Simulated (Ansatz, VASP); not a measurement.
# BaS in VASP and in Ansatz

```xyz
2
Lattice="0.0000 3.1938 3.1778 3.1938 0.0000 3.1778 3.1938 3.1938 0.0000" Properties=species:S:1:pos:R:3 pbc="T T T"
Ba    0.0000    0.0000    0.0000
S     3.1938    3.1938    3.1778
```

Change from the starting cell: strain -0.0050 x Voigt [0, 0, 1, 0, 0, 0], atoms carried along.

Alike in both runs: task single point; functional PBE; k mesh 8 × 8 × 8; occupations gaussian, width 0.05 eV; no spin polarisation.

```csv
,VASP,Ansatz
version,VASP 6.6.1,Ansatz 0.2.0
potentials or method,"VASP PAW PBE potentials, release 64 (Ba_sv, S), cutoff 520 eV","scalar-relativistic, plane waves, PAW"
valence electrons in the cell,16,16
```

```tsv
	VASP	Ansatz	Ansatz less VASP
gap on the k mesh at the Fermi level (eV)	2.08	2.19	+0.101
least direct gap on the mesh (eV)	2.22	2.29	+0.068
pressure (GPa)	1.7	1.1	-0.60
traceless stress, the component that is largest in VASP (GPa)	0.30	0.28	-0.027
```

The functional is the same, so the differences come from potentials, cutoffs and numerics.

Spin-orbit coupling is off throughout.
